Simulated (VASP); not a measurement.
A run of VASP 6.6.1:

Contents of INCAR:

```
PREC = Accurate
ENCUT = 600
EDIFF = 1E-7
ISMEAR = 0
SIGMA = 0.1
LREAL = F
LASPH = T
NELM = 60
ALGO = Normal
ISIF = 3
LWAVE = F
LCHARG = F
GGA = PE
IBRION = 2
NSW = 100
EDIFFG = -0.01
```

Contents of KPOINTS:

```
regular mesh
0
Gamma
  18 18 10
```

POSCAR

```
Al2C
1.0
    3.1035752630      0.0000000000      0.0000000000
   -1.5517876315      2.6877750203      0.0000000000
    0.0000000000      0.0000000000      4.4484682338
Al C
2 1
Direct
    0.3333333333      0.6666666667      0.2340608211
    0.6666666667      0.3333333333      0.7659391789
    0.0000000000      0.0000000000      0.0000000000
```

Potentials or basis: VASP PAW PBE potentials, release 64 (Al, C).

Run with:

```sh
$ cat potpaw_PBE.64/Al/POTCAR potpaw_PBE.64/C/POTCAR > POTCAR
$ mpirun -np 1 vasp_std > vasp.out
```

Hardware: 1 thread of Intel(R) Xeon(R) Platinum 8488C (Sapphire Rapids) (shared host).

Question: How long does it take, and how much memory?

Answer: It took 3.9 min on 1 thread of Intel(R) Xeon(R) Platinum 8488C (Sapphire Rapids), on a shared host, peak memory 0.28 GiB. Counts: scf iterations 32, k points 330, ion steps 4.
